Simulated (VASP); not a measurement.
Input of a VASP 6.6.1 run:

Contents of INCAR:

```
SYSTEM = Zn
ALGO = Normal
EDIFF = 1E-6
ENCUT = 520
ISIF = 2
ISMEAR = -1
LASPH = .True.
LCHARG = .True.
LELF = .True.
LREAL = .False.
LVHAR = .True.
LWAVE = .False.
NBANDS = 19
NELM = 80
PREC = Accurate
SIGMA = 0.05
```

KPOINTS

```
k-points
0
Gamma
  19 19 9
  0 0 0
```

POSCAR

```
Zn
1.0
    2.5646692353      0.0000000000      0.0000000000
   -1.2823346177      2.2210687101      0.0000000000
    0.0000000000      0.0000000000      4.7700926676
Zn
2
Direct
    0.3333333333      0.6666666667      0.2500000000
    0.6666666667      0.3333333333      0.7500000000
```

Potentials or basis: VASP PAW LDA potentials, release 64 (Zn).

Command:

```bash
$ cat potpaw_LDA.64/Zn/POTCAR > POTCAR
$ mpirun -np 1 vasp_std > vasp.out
```

(1) Estimate the pressure.

(2) Estimate the band gap on the k mesh.

Results:

(1) 0.7 GPa.

(2) zero (band 12 reaches 5.48 eV, above the bottom of band 13 at 0.72 eV).
